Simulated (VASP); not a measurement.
**GaN: single point with PBE**

GaN:

```xyz
2
Lattice="0.0000 2.1525 2.1525 2.1525 0.0000 2.1525 2.1525 2.1525 0.0000" Properties=species:S:1:pos:R:3 pbc="T T T"
Ga    0.0000    0.0000    0.0000
N     3.2287    3.2287    3.2287
```

This cell differs from its parent crystal: strain -4.3%.

* Program: VASP 6.6.1
* Task: single point
* Functional: PBE
* Potentials or basis: VASP PAW PBE potentials, release 64 (Ga_d, N)
* Cutoff: 520 eV
* k mesh: 10 × 10 × 10
* Occupations: fermi-dirac, width 0.02 eV
* Spin: no spin polarisation
* Dipole correction: no
* Further INCAR settings: ALGO = Normal; EDIFF = 1e-06; NBANDS = 16

```yaml
Pressure: 40.5 GPa
Band_gap_on_the_k_mesh: 2.61 eV, direct
```

Levels at points of the mesh, in eV from the valence-band top:
| k point | band 6 | band 7 | band 8 | band 9 | band 10 | band 11 | band 12 | band 13 |
| --- | --- | --- | --- | --- | --- | --- | --- | --- |
| (0.00, 0.00, 0.00) | -13.16 | 0.00 | 0.00 | 0.00 | 2.61 | 11.18 | 11.18 | 11.18 |
| (0.50, 0.00, 0.00) | -11.89 | -8.02 | -1.16 | -1.16 | 5.60 | 9.40 | 11.08 | 11.08 |
| (0.50, 0.50, 0.00) | -11.50 | -6.72 | -3.23 | -3.23 | 3.38 | 7.45 | 12.78 | 15.47 |

Wall time 20 s on 1 thread of AMD EPYC 7R43 64-Core Processor (Zen 3), on a shared host, peak memory 0.1 GiB.

Caveat: the cell differs from its parent crystal (strain -4.3%).
